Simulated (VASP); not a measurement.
# HfN: single point with PBEsol

Crystal: HfN.

```xyz
2
Lattice="0.0000 2.5108 2.5108 2.5108 0.0000 2.5108 2.5108 2.5108 0.0000" Properties=species:S:1:pos:R:3 pbc="T T T"
Hf    0.0000    0.0000    0.0000
N     3.7662    3.7662    3.7662
```

```yaml
Program: VASP 6.6.1
Task: single point
Functional: PBEsol
Potentials_or_basis: VASP PAW PBE potentials, release 64 (Hf_pv, N)
Cutoff: 520 eV
k_mesh: 10 × 10 × 10
Occupations: fermi-dirac, width 0.1 eV
Spin: no spin polarisation
```

```
Pressure : -16.6 GPa
```

Levels at points of the mesh, in eV from the Fermi level:
```csv
k point,band 5,band 6,band 7,band 8,band 9,band 10
"(0.00, 0.00, 0.00)",-5.13,-5.13,-5.13,-0.87,2.06,2.06
"(0.50, 0.00, 0.00)",-5.56,-4.59,-4.59,1.44,2.51,2.51
"(0.50, 0.50, 0.00)",-6.54,-3.49,-3.49,-1.08,1.97,3.68
```

Wall time 14 s on 1 thread of Intel(R) Xeon(R) 6975P-C (Granite Rapids), with other jobs on the host, peak memory 0.17 GiB.

Caveat: the PAW data sets were made with another functional, which shifts forces and pressure a little; spin-orbit coupling is left out, which moves the levels of the heavy elements.
